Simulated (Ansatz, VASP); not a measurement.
**AlNi in VASP and in Ansatz**

The input INCAR:

```
PREC     = Accurate       # precision mode
ENCUT    = 520            # plane-wave cutoff, eV
EDIFF    = 1E-6           # SCF threshold, eV
ISMEAR   = -1             # smearing method
SIGMA    = 0.05           # smearing width, eV
LREAL    = F              # projectors in reciprocal space
LASPH    = T              # aspherical terms in the spheres
NELM     = 150            # most SCF steps
ALGO     = Fast           # electronic algorithm
ISIF     = 2              # what is computed and relaxed
LWAVE    = F              # write WAVECAR
LCHARG   = F              # write CHGCAR
ISPIN    = 2              # spin polarisation
MAGMOM   = 1 0            # initial moments
LORBIT   = 11             # projections on sites
LMAXMIX  = 4              # l up to which the mixer works
NBANDS   = 18             # bands
```

File KPOINTS:

```
Automatic mesh
0
Gamma
  9 9 9
```

Contents of POSCAR:

```
AlNi
1.0
    2.8810000000      0.0000000000      0.0000000000
    0.0000000000      2.8810000000      0.0000000000
    0.0000000000      0.0000000000      2.8810000000
Ni Al
1 1
Direct
    0.5000000000      0.5000000000      0.5000000000
    0.0000000000      0.0000000000      0.0000000000
```

input.yaml

```yaml
crystal:
  lattice:
    - [2.881, 0.0, 0.0]
    - [0.0, 2.881, 0.0]
    - [0.0, 0.0, 2.881]
  atoms:
    - { symbol: Ni, position: [0.5, 0.5, 0.5], spin: 1.0 }
    - { symbol: Al, position: [0.0, 0.0, 0.0] }
hamiltonian:
  xc: lda
  pseudopotentials: { kind: paw }
magnetization:
  spin_polarized: true
kpoints:
  mp_grid: { grid: [9, 9, 9] }
scf:
  occupations: { method: fermi_dirac, width: 0.05 }
output:
  forces: true
  stress: true
  eigenvalues: true
  write_density: true
  write_potential: true
  elf: true
  volumetric_format: npy
```

Alike in both runs: task single point; functional LDA; k mesh 9 × 9 × 9; occupations fermi-dirac, width 0.05 eV; collinear spin.

|  | VASP | Ansatz |
| --- | --- | --- |
| version | VASP 6.6.1 | Ansatz 0.2.0 |
| potentials or method | VASP PAW LDA potentials, release 64 (Ni, Al) | Ansatz PAW |
| plane-wave cutoff (eV) | 520 | 420 |
| valence electrons in the cell | 13 | 21 |

|  | VASP | Ansatz | Ansatz less VASP |
| --- | --- | --- | --- |
| gap on the k mesh at the Fermi level (eV) | none | none | - |
| pressure (GPa) | -8.3 | -8.6 | -0.34 |
| net moment per atom (μB) | 0.00 | 0.00 | 0.000 |

LDA's correlation is that of Perdew and Zunger in VASP and of Perdew and Wang (1992) in Ansatz. A gap of «none» marks a metal or a gap that the smearing closes. VASP's potentials hold 13 valence electrons a cell and Ansatz's 21, so a difference there can come from the potentials and not from the codes.
